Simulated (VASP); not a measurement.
A run of VASP 6.6.1 is set up as follows.

File INCAR:

```
  PREC = Accurate
  ENCUT = 520
  EDIFF = 1E-6
  ISMEAR = 0
  SIGMA = 0.01
  LREAL = False
  LASPH = True
  NELM = 60
  ALGO = Normal
  ISIF = 2
  LWAVE = False
  LCHARG = False
  GGA = PE
  NBANDS = 11
```

KPOINTS

```
regular mesh
0
Gamma
  6 6 6
```

POSCAR

```
BeS
1.0
    0.0000000000      2.3172972025      2.3172972025
    2.3172972025      0.0000000000      2.3172972025
    2.3172972025      2.3172972025      0.0000000000
Be S
1 1
Direct
    0.0000000000      0.0000000000      0.0000000000
    0.5000000000      0.5000000000      0.5000000000
```

Potentials or basis: VASP PAW PBE potentials, release 64 (Be, S).

Command:

```sh
$ cat potpaw_PBE.64/Be/POTCAR potpaw_PBE.64/S/POTCAR > POTCAR
$ mpirun -np 1 vasp_std > vasp.out
```

(1) Predict the pressure.

(2) Estimate the band gap on the k mesh.

Results:

(1) -0.2 GPa.

(2) 0.98 eV, indirect (least direct gap 4.14 eV).
